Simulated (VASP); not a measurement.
Input of a VASP 6.6.1 run:

The input INCAR:

```
SYSTEM = GaP
  PREC = Accurate
  ENCUT = 500
  EDIFF = 1E-7
  ISMEAR = 0
  SIGMA = 0.1
  LREAL = .False.
  LASPH = .True.
  NELM = 120
  ALGO = Normal
  ISIF = 3
  LWAVE = .False.
  LCHARG = .False.
  GGA = PE
  IBRION = 2
  NSW = 80
  EDIFFG = -0.005
  PSTRESS = 180.0
  GGA_COMPAT = .False.
  NELMIN = 4
```

The input KPOINTS:

```
Automatic mesh
0
Gamma
  16 16 16
  0 0 0
```

The input POSCAR:

```
GaP
1.0
   -2.3231010493      2.3231010493      1.2790228611
    2.3231010493     -2.3231010493      1.2790228611
    2.3231010493      2.3231010493     -1.2790228611
Ga P
1 1
Direct
    0.0000000000      0.0000000000      0.0000000000
    0.7500000000      0.2500000000      0.5000000000
```

Potentials or basis: VASP PAW PBE potentials, release 64 (Ga_d, P).

Command:

```bash
$ cat potpaw_PBE.64/Ga_d/POTCAR potpaw_PBE.64/P/POTCAR > POTCAR
$ mpirun -np 1 vasp_std > vasp.out
```

Q: What does it give for the relaxed cell?

A: a = 3.564 Å, b = 3.564 Å, c = 3.564 Å, α = 97.64°, β = 97.64°, γ = 137.24°.

Q: What does it give for the space group after relaxing (to 0.1 Å)?

A: I-4m2 (No. 119).

Q: Predict the relaxed volume.

A: 14.31 Å³/atom.

Step by step:
```csv
step,energy change (eV),largest force (eV/Å),pressure (GPa),volume (Å³)
1,0.0000,0.0000,24.03,27.61
2,-0.2362,0.0000,12.29,29.74
3,-0.1303,0.0000,17.98,28.61
4,-0.1280,0.0000,18.09,28.59
5,-0.1288,0.0000,18.11,28.59
6,-0.1294,0.0000,18.11,28.60
7,-0.1296,0.0000,18.09,28.60
8,-0.1341,0.0000,17.88,28.64
9,-0.1312,0.0000,18.00,28.62
```

Caveat: the cell is relaxed towards a set pressure, so the run minimises the enthalpy, not the energy.
